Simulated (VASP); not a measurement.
Write the native input for VASP 6.6.1 that does the following.

```yaml
Task: single point
Functional: PBEsol
Potentials_or_basis: VASP PAW PBE potentials, release 64 (Co, Si)
Cutoff: 520 eV
k_mesh: 16 × 16 × 16
Occupations: gaussian, width 0.15 eV
Spin: no spin polarisation
Dipole_correction: no
Further_INCAR_settings: ALGO = Normal; EDIFF = 1e-07; NBANDS = 16
```

The structure of CoSi2 lies in POSCAR:

```
CoSi2
1.0
    0.0000000000      2.6562539604      2.6562539604
    2.6562539604      0.0000000000      2.6562539604
    2.6562539604      2.6562539604      0.0000000000
Co Si
1 2
Direct
    0.0000000000      0.0000000000      0.0000000000
    0.2173967393      0.2173967393      0.2173967393
    0.7826032607      0.7826032607      0.7826032607
```

This cell differs from its parent crystal: atoms displaced along a vibrational mode.

The input as run:

INCAR

```
PREC = Accurate
ENCUT = 520
EDIFF = 1E-7
ISMEAR = 0
SIGMA = 0.15
LREAL = F
LASPH = T
NELM = 100
ALGO = Normal
ISIF = 2
LWAVE = F
LCHARG = F
GGA = PS
NBANDS = 16
```

KPOINTS

```
regular mesh
0
Gamma
  16 16 16
```

Potentials or basis: VASP PAW PBE potentials, release 64 (Co, Si).

Command:

```sh
$ cat potpaw_PBE.64/Co/POTCAR potpaw_PBE.64/Si/POTCAR > POTCAR
$ mpirun -np 1 vasp_std > vasp.out
```

Results of the run:

```
Pressure               : 17.8 GPa
Largest force          : 5.399 eV/Å
Band gap on the k mesh : zero (an odd number of electrons rules out a gap without spin polarisation)
```

Caveat: the cell differs from its parent crystal (atoms displaced along a vibrational mode); the cell stands under pressure; the PAW data sets were made with another functional, which shifts forces and pressure a little; the run has no spin polarisation, though such a crystal can be magnetic.

Run time: 6.1 min on 1 thread of Intel Xeon 8259CL, with other jobs on the host, peak memory 0.36 GiB.
